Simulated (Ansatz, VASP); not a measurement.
Two plane-wave programs on Sn

```
Sn
1.0
    -1.78992    1.78992    1.78992
     1.78992   -1.78992    1.78992
     1.78992    1.78992   -1.78992
Sn
1
Direct
  0.00000 0.00000 0.00000
```

Alike in both runs: task single point; functional PBEsol; k mesh 13 × 13 × 13; occupations fermi-dirac, width 0.1 eV; no spin polarisation.

|  | VASP | Ansatz |
| --- | --- | --- |
| version | VASP 6.6.1 | Ansatz 0.2.0 |
| potentials or method | VASP PAW PBE potentials, release 64 (Sn_d), cutoff 520 eV | plane waves (420 eV) with PAW, scalar-relativistic |
| valence electrons in the cell | 14 | 14 |

```tsv
	VASP	Ansatz	Ansatz less VASP
pressure (GPa)	10.0	10.1	+0.04
```

VASP's potentials were made for PBE, not for PBEsol, and Ansatz warns of the same on its side. With one functional, cell and mesh, what is left measures potentials, basis and numerics.
